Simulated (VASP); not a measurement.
# MgO (Fm-3m) in VASP: further runs

MgO is run at these levels: LDA; tasks: relaxation of cell and atoms, single point.

Everything below comes from runs of VASP 6.6.1. Logs are shortened: lines on timing, memory, paths and dates and some standing lists are left out, and cuts for length are marked.

### 1 The cell of the first run

The structure is cubic, space group Fm-3m (No. 225). Conventional cell: a = 4.159 Å, b = 4.159 Å, c = 4.159 Å, α = 90.00°, β = 90.00°, γ = 90.00°. Within 2.8 Å of Mg (site symmetry m-3m) lie 6 O at 2.08 Å. Within 2.8 Å of O (site symmetry m-3m) lie 6 Mg at 2.08 Å.

### 2 Relaxation of cell and atoms, LDA, target pressure -2 GPa, at which the enthalpy is minimised

Input file INCAR:

```
PREC = Accurate
ENCUT = 840
EDIFF = 1E-7
ISMEAR = 0
SIGMA = 0.01
LREAL = False
LASPH = True
NELM = 120
ALGO = Normal
ISIF = 3
LWAVE = False
LCHARG = False
IBRION = 2
NSW = 100
EDIFFG = -0.002
PSTRESS = -20.0
GGA_COMPAT = False
NELMIN = 4
```

Input file KPOINTS:

```
regular mesh
0
Gamma
  10 10 10
```

Input file POSCAR:

```
MgO
1.0
    2.0795922154      2.0795922154      0.0000000000
   -2.0795922154      2.0795922154      0.0000000000
    0.0000000000      2.0795922154      2.0795922154
Mg O
1 1
Direct
    0.0000000000      0.0000000000      0.0000000000
    0.5000000000      0.5000000000      0.0000000000
```

Potentials or basis: VASP PAW LDA potentials, release 64 (Mg_sv, O).

On the command line:

```
> cat potpaw_LDA.64/Mg_sv/POTCAR potpaw_LDA.64/O/POTCAR > POTCAR
> mpirun -np 1 vasp_std > vasp.out
```

OUTCAR:

```text
PREC = Accurate
   ENCUT = 840
   EDIFF = 1E-7
   ISMEAR = 0
   LREAL = False
   LASPH = True
   NELM = 120
   ISIF = 3
   IBRION = 2
   NSW = 100
   EDIFFG = -0.002
   PSTRESS = -20.0
   NELMIN = 4

 ion  position               nearest neighbor table
   1  0.000  0.000  0.000-   2 2.08   2 2.08   2 2.08   2 2.08   2 2.08   2 2.08
   2  0.500  0.500  0.000-   1 2.08   1 2.08   1 2.08   1 2.08   1 2.08   1 2.08

  LATTYP: Found a face centered cubic cell.
 ALAT       =     4.1591844308

  Lattice vectors:

 A1 = (   0.0000000000,   2.0795922154,   2.0795922154)
 A2 = (   2.0795922154,   0.0000000000,   2.0795922154)
 A3 = (   2.0795922154,   2.0795922154,   0.0000000000)

Analysis of symmetry for initial positions (statically):
=====================================================================
 Subroutine PRICEL returns:
 Original cell was already a primitive cell.

 Routine SETGRP: Setting up the symmetry group for a
 face centered cubic supercell.

 Subroutine GETGRP returns: Found 48 space group operations
 (whereof 48 operations were pure point group operations)
 out of a pool of 48 trial point group operations.

The static configuration has the point symmetry O_h .

Analysis of symmetry for dynamics (positions and initial velocities):
=====================================================================
 Subroutine PRICEL returns:
 Original cell was already a primitive cell.

 Routine SETGRP: Setting up the symmetry group for a
 face centered cubic supercell.

 Subroutine GETGRP returns: Found 48 space group operations
 (whereof 48 operations were pure point group operations)
 out of a pool of 48 trial point group operations.

The dynamic configuration has the point symmetry O_h .

 Subroutine INISYM returns: Found 48 space group operations
 (whereof 48 operations are pure point group operations),
 and found     1 'primitive' translations

----------------------------------------------------------------------------------------

                                     Primitive cell

  volume of cell :      17.9872

  direct lattice vectors                    reciprocal lattice vectors
     2.079592215  2.079592215  0.000000000     0.240431752  0.240431752 -0.240431752
    -2.079592215  2.079592215  0.000000000    -0.240431752  0.240431752 -0.240431752
     0.000000000  2.079592215  2.079592215     0.000000000  0.000000000  0.480863504

  length of vectors
     2.940987515  2.940987515  2.940987515     0.416440010  0.416440010  0.480863504

  position of ions in fractional coordinates (direct lattice)
     0.000000000  0.000000000  0.000000000
     0.500000000  0.500000000  0.000000000

  ion indices of the primitive-cell ions
   primitive index   ion index
                 1           1
                 2           2

----------------------------------------------------------------------------------------

 KPOINTS: regular mesh

Automatic generation of k-mesh.
 Grid dimensions read from file:
 generate k-points for:   10   10   10

 Generating k-lattice:

  Cartesian coordinates                     Fractional coordinates (reciprocal lattice)
     0.024043175  0.024043175 -0.024043175     0.100000000  0.000000000  0.000000000
    -0.024043175  0.024043175 -0.024043175     0.000000000  0.100000000  0.000000000
     0.000000000  0.000000000  0.048086350     0.000000000  0.000000000  0.100000000

  Length of vectors
     0.041644001  0.041644001  0.048086350

  Shift w.r.t. Gamma in fractional coordinates (k-lattice)
     0.000000000  0.000000000  0.000000000

 Subroutine IBZKPT returns following result:
 ===========================================

 Found     47 irreducible k-points:

 Following reciprocal coordinates:
            Coordinates               Weight
  0.000000  0.000000  0.000000      1.000000
  0.100000  0.000000  0.000000      8.000000
  0.200000  0.000000  0.000000      8.000000
  0.300000  0.000000  0.000000      8.000000
  0.400000  0.000000  0.000000      8.000000
  0.500000  0.000000  0.000000      4.000000
[... 16 lines left out ...]
  0.300000  0.300000  0.000000     12.000000
  0.400000  0.300000  0.000000     24.000000
 [... further k-points ...]
   k-points           NKPTS =     47   k-points in BZ     NKDIM =     47   number of bands    NBANDS=     12
   number of dos      NEDOS =    301   number of ions     NIONS =      2
   total plane-waves  NPLWV =  21952
   dimension x,y,z NGX =    28 NGY =   28 NGZ =   28
   dimension x,y,z NGXF=    56 NGYF=   56 NGZF=   56
   ions per type =               1   1
   NGX,Y,Z   is equivalent  to a cutoff of  15.83, 15.83, 15.83 a.u.
   NGXF,Y,Z  is equivalent  to a cutoff of  31.66, 31.66, 31.66 a.u.
 SYSTEM =  unknown system
   PREC   = accura    normal or accurate (medium, high low for compatibility)
   ISTART =      0    job   : 0-new  1-cont  2-samecut
   ICHARG =      2    charge: 1-file 2-atom 10-const
   ISPIN  =      1    spin polarized calculation?
   LNONCOLLINEAR =      F non collinear calculations
   LSORBIT =      F    spin-orbit coupling
   LASPH  =      T    aspherical Exc in radial PAW
   ENCUT  =  840.0 eV  61.74 Ry    7.86 a.u.   6.95  6.95  6.95*2*pi/ulx,y,z
   NELM   =    120;   NELMIN=  4; NELMDL= -5     # of ELM steps
   EDIFF  = 0.1E-06   stopping-criterion for ELM
   LREAL  =      F    real-space projection
   EDIFFG = -.2E-02   stopping-criterion for IOM
   NSW    =    100    number of steps for IOM
   IBRION =      2    ionic relax: 0-MD 1-quasi-New 2-CG
   NFREE  =      1    steps in history (QN), initial steepest desc. (CG)
   ISIF   =      3    stress and relaxation
   ISYM   =      2    0-nonsym 1-usesym 2-fastsym
   POTIM  = 0.5000    time-step for ionic-motion
   TEBEG  =    0.0;   TEEND  =   0.0 temperature during run
   PSTRESS=  -20.0 pullay stress
   NELECT =      16.0000    total number of electrons
   NUPDOWN=      -1.0000    fix difference up-down
   EMIN   =  10.00;   EMAX   =-10.00  energy-range for DOS
   EFERMI =   0.00;   METHOD = LEGACY
   ISMEAR =     0;   SIGMA  =   0.01  broadening in eV -4-tet -1-fermi 0-gaus
   EFERMI_NEDOS =   21; number of points for ismear=-14 and -15
   IALGO  =     38    algorithm
   IMIX   =      4    mixing-type and parameters
     AMIX     =   0.40;   BMIX     =  1.00
     AMIX_MAG =   1.60;   BMIX_MAG =  1.00
  volume/ion in A,a.u.               =       8.99        60.69
  Fermi-wavevector in a.u.,A,eV,Ry     =   1.574442  2.975264 33.727038  2.478867
  Thomas-Fermi vector in A             =   2.675576
   LORBIT       =      0    0 simple, 1 ext, 2 COOP (PROOUT), +10 PAW based schemes
   GGA     = CA    functional components
   LHFCALC =     F    Hartree Fock is set to
   AEXX    =    0.0000 exact exchange contribution
   IVDW    =     0    specifies the selected vdW correction
   LEPSILON=     F    determine dielectric tensor
   LRPA    =     F    only Hartree local field effects (RPA)
 conjugate gradient relaxation of ions
 non-spin polarized calculation
 Gauss-broadening in eV      SIGMA  =   0.01
  energy-cutoff  :      840.00
  volume of cell :       17.99
 maximum number of plane-waves:      1010
   NGX = 13   NGY = 13   NGZ = 13

--------------------------------------- Ionic step        1  -------------------------------------------

 number of electron      15.9999996 magnetization

 Free energy of the ion-electron system (eV)
  ---------------------------------------------------
  ext. energy  EPLUGINS =         0.00000000
  ---------------------------------------------------
  free energy    TOTEN  =       -13.23340210 eV

  energy without entropy =      -13.23340210  energy(sigma->0) =      -13.23340210

------------------------ aborting loop because EDIFF is reached ----------------------------------------

  FORCE on cell =-STRESS in cart. coord.  units (eV):
  Direction    XX          YY          ZZ          XY          YZ          ZX
  --------------------------------------------------------------------------------------
  -------------------------------------------------------------------------------------
  Total        0.0703476      0.0703476      0.0703476     -0.0000000     -0.0000000     -0.0000000
  in kB        6.2660714      6.2660714      6.2660714     -0.0000000     -0.0000000     -0.0000000
  external PRESSURE =      26.2660714 kB  Pullay stress =     -20.0000000 kB
[... 61 lines left out ...]
  enthalpy is  TOTEN    =       -13.4599171177 eV   P V=       -0.2293604386

--------------------------------------- Ionic step        3  -------------------------------------------

 number of electron      15.9999994 magnetization

 Free energy of the ion-electron system (eV)
  ---------------------------------------------------
  ext. energy  EPLUGINS =         0.00000000
  ---------------------------------------------------
  free energy    TOTEN  =       -13.23219218 eV

  energy without entropy =      -13.23219218  energy(sigma->0) =      -13.23219218

 E-fermi :   2.8286     XC(G=0): -12.0492

 val. band max:        2.7438673995   @ k =   0.0000   0.0000   0.0000
 cond. band min:       7.6327913555   @ k =   0.0000   0.0000   0.0000
 fundamental gap:      4.8889239560
 Fermi energy:         2.8286452242

 k-point     1 :       0.0000    0.0000    0.0000
  band No.  band energies     occupation
      1     -68.5192      2.00000
      2     -35.9779      2.00000
      3     -35.9779      2.00000
      4     -35.9779      2.00000
      5     -14.3583      2.00000
      6       2.7439      2.00000
      7       2.7439      2.00000
      8       2.7439      2.00000
      9       7.6328      0.00000
     10      18.3958      0.00000
     11      18.3958      0.00000
     12      18.3958      0.00000
[... 331 lines left out ...]
 k-point    24 :       0.4000    0.3000    0.0000
  band No.  band energies     occupation
      1     -68.5060      2.00000
      2     -36.0505      2.00000
      3     -36.0292      2.00000
      4     -35.9996      2.00000
      5     -12.6859      2.00000
      6      -0.9404      2.00000
      7      -0.0223      2.00000
      8       1.6538      2.00000
      9      12.8259      0.00000
     10      14.8443      0.00000
     11      15.3546      0.00000
     12      20.5196      0.00000

 [... further k-points ...]

------------------------ aborting loop because EDIFF is reached ----------------------------------------

  FORCE on cell =-STRESS in cart. coord.  units (eV):
  Direction    XX          YY          ZZ          XY          YZ          ZX
  --------------------------------------------------------------------------------------
  -------------------------------------------------------------------------------------
  Total       -0.2308189     -0.2308189     -0.2308189     -0.0000000      0.0000000     -0.0000000
  in kB      -20.2428616    -20.2428616    -20.2428616     -0.0000000      0.0000000     -0.0000000
  external PRESSURE =      -0.2428616 kB  Pullay stress =     -20.0000000 kB
[... 17 lines left out ...]
  FREE ENERGIE OF THE ION-ELECTRON SYSTEM (eV)
  ---------------------------------------------------
  free  energy   TOTEN  =       -13.2321921804 eV

  energy  without entropy=      -13.2321921804  energy(sigma->0) =      -13.23219218

  enthalpy is  TOTEN    =       -13.4602419015 eV   P V=       -0.2280497211

 reached required accuracy - stopping structural energy minimisation
```

It took 42 s on 1 thread of Intel Xeon Platinum 8259CL at 2.50GHz (Skylake/Cascade Lake), shared host; peak memory 0.15 GiB.

Results:

```
Free energy                                                : -13.2322 eV
Relaxed volume                                             : 9.13 Å³/atom
Relaxed cell                                               : a = 2.956 Å, b = 2.956 Å, c = 2.956 Å, α = 60.00°, β = 60.00°, γ = 90.00°
Space group after relaxing (to 0.1 Å)                      : Fm-3m (No. 225)
Energy change on relaxing (the run minimises the enthalpy) : +0.6 meV/atom
Ionic steps                                                : 3
Pressure after relaxing                                    : -2.0 GPa
Band gap on the k mesh                                     : 4.89 eV
```

Step by step:
```
step  energy change (eV)  largest force (eV/Å)  pressure (GPa)  volume (Å³)
   1              0.0000                0.0000            0.63        17.99
   2              0.0028                0.0000           -2.95        18.37
   3              0.0012                0.0000           -2.02        18.27
```

Final structure:
```yaml
crystal:
  lattice:
    - [2.09039, 2.09039, 0.00000]
    - [-2.09039, 2.09039, 0.00000]
    - [0.00000, 2.09039, 2.09039]
  atoms:
    - { symbol: Mg, position: [0.00000, 0.00000, 0.00000] }
    - { symbol: O, position: [0.50000, 0.50000, 0.00000] }
```

Levels at points of the mesh, in eV from the valence-band top:
```tsv
k point	band 6	band 7	band 8	band 9	band 10	band 11
(0.00, 0.00, 0.00)	0.00	0.00	0.00	4.89	15.65	15.65
(0.50, 0.00, 0.00)	-4.79	-0.69	-0.69	7.88	12.66	16.24
(0.50, 0.50, 0.00)	-4.21	-1.40	-1.40	8.92	9.97	13.13
```

Caveat: the cell is relaxed towards a set pressure, so the run minimises the enthalpy, not the energy.

### 3 Single point, LDA

This run uses another cell than the first one, of 8.66 Å³/atom.

Input file INCAR:

```
SYSTEM = MgO
  PREC = Accurate
  ENCUT = 840
  EDIFF = 1E-6
  ISMEAR = 0
  SIGMA = 0.01
  LREAL = .False.
  LASPH = .True.
  NELM = 120
  ALGO = Normal
  ISIF = 2
  LWAVE = .False.
  LCHARG = .False.
  NBANDS = 15
  GGA_COMPAT = .False.
```

Input file KPOINTS:

```
regular mesh
0
Gamma
  10 10 10
  0 0 0
```

Input file POSCAR:

```
MgO
1.0
    2.0537103659      2.0537103659      0.0000000000
   -2.0537103659      2.0537103659      0.0000000000
    0.0000000000      2.0537103659      2.0537103659
Mg O
1 1
Direct
    0.0000000000      0.0000000000      0.0000000000
    0.5000000000      0.5000000000      0.0000000000
```

Potentials or basis: VASP PAW LDA potentials, release 64 (Mg_sv, O).

On the command line:

```
> cat potpaw_LDA.64/Mg_sv/POTCAR potpaw_LDA.64/O/POTCAR > POTCAR
> mpirun -np 1 vasp_std > vasp.out
```

Wall time 11 s (1 thread of Intel Xeon Platinum 8559C (Emerald Rapids), shared host); peak memory 0.15 GiB.

It converged, with:

```
Free energy            : -13.2141 eV
Pressure               : 7.8 GPa
Band gap on the k mesh : 5.44 eV
```

Levels at points of the mesh, in eV from the valence-band top:
| k point | band 4 | band 5 | band 6 | band 7 | band 8 | band 9 | band 10 | band 11 | band 12 | band 13 |
| --- | --- | --- | --- | --- | --- | --- | --- | --- | --- | --- |
| (0.00, 0.00, 0.00) | -38.55 | -17.39 | 0.00 | 0.00 | 0.00 | 5.44 | 15.94 | 15.94 | 15.94 | 20.17 |
| (0.50, 0.00, 0.00) | -38.56 | -15.80 | -5.04 | -0.76 | -0.76 | 8.22 | 13.27 | 16.79 | 16.79 | 21.78 |
| (0.50, 0.50, 0.00) | -38.59 | -15.56 | -4.44 | -1.47 | -1.47 | 8.96 | 10.57 | 13.71 | 19.81 | 19.81 |

Caveat: the cell stands under pressure.
